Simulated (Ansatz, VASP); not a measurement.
## Ta, level by level in two programs

```
Ta
1.0
    -1.66222    1.66222    1.66222
     1.66222   -1.66222    1.66222
     1.66222    1.66222   -1.66222
Ta
1
Direct
  0.00000 0.00000 0.00000
```

Single points on this cell with VASP 6.6.1 and Ansatz 0.2.0. Each row is one pair of runs. Alike in all rows: spin: off; smearing: fermi-dirac, width 0.05 eV.

| level | k mesh | VASP's potentials, cutoff | Ansatz's potentials, cutoff | gap on the k mesh at the Fermi level (eV), VASP | gap on the k mesh at the Fermi level (eV), Ansatz | pressure (GPa), VASP | pressure (GPa), Ansatz |
| --- | --- | --- | --- | --- | --- | --- | --- |
| LDA | 11 × 11 × 11 | VASP PAW LDA potentials, release 64 (Ta_pv), 520 eV | Ansatz PAW, 420 eV | ? | none | ? | -12.9 |
| r2SCAN | 11 × 11 × 11 | VASP PAW PBE potentials, release 64 (Ta_pv), 520 eV | Ansatz PAW, 500 eV | none | none | -3.2 | -3.8 |
| LDA | 11 × 11 × 11 | VASP PAW LDA potentials, release 64 (Ta_sv_GW), 500 eV | Ansatz PAW, 420 eV | none | none | -13.4 | -12.9 |
| r2SCAN50 | 6 × 6 × 6 | VASP PAW PBE potentials, release 64 (Ta_pv), 520 eV | Ansatz PAW, 500 eV | none | none | -5.5 | -3.1 |

Task: Fill in what VASP gave in row 1.

Result: gap on the k mesh at the Fermi level (eV): none; pressure (GPa): -12.2.

VASP's potentials hold 11 valence electrons a cell and Ansatz's 13 in some rows, so a difference there can come from the potentials and not from the codes.

A gap of «none» marks a metal or a gap that the smearing closes.

The k mesh is coarse in some rows, so the values compare programs but aren't converged. Neither program's run includes spin-orbit coupling.
